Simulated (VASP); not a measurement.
A run of VASP 6.6.1:

INCAR

```
  PREC = Accurate
  ENCUT = 520
  EDIFF = 1E-6
  ISMEAR = 0
  SIGMA = 0.1
  LREAL = F
  LASPH = T
  NELM = 80
  ALGO = Normal
  ISIF = 2
  LWAVE = F
  LCHARG = T
  GGA = PE
  LELF = T
  LVHAR = T
  NBANDS = 46
```

The input KPOINTS:

```
regular mesh
0
Gamma
  4 4 4
```

The input POSCAR:

```
SiGe5
1.0
   -3.4072941100      3.4072941100      2.7464270100
    3.4072941100     -3.4072941100      2.7464270100
    3.4072941100      3.4072941100     -2.7464270100
Si Ge
1 5
Direct
    0.5000000000      0.5000000000      0.0000000000
    0.0000000000      0.0000000000      0.5000000000
    0.5000000000      0.5000000000      0.5000000000
    0.0000000000      0.5000000000      0.0000000000
    0.5000000000      0.0000000000      0.0000000000
    0.0000000000      0.0000000000      0.0000000000
```

Potentials or basis: VASP PAW PBE potentials, release 64 (Si, Ge_d).

Launch:

```bash
$ cat potpaw_PBE.64/Si/POTCAR potpaw_PBE.64/Ge_d/POTCAR > POTCAR
$ mpirun -np 1 vasp_std > vasp.out
```

Hardware: 1 thread of Intel(R) Xeon(R) Platinum 8259CL CPU @ 2.50GHz (Skylake/Cascade Lake), on a shared host.

Problem. How long does it take, and how much memory?

Solution. Wall time 78 s on 1 thread of Intel(R) Xeon(R) Platinum 8259CL CPU @ 2.50GHz (Skylake/Cascade Lake), on a shared host, peak memory 0.27 GiB. Counts: scf iterations 13, k points 13.
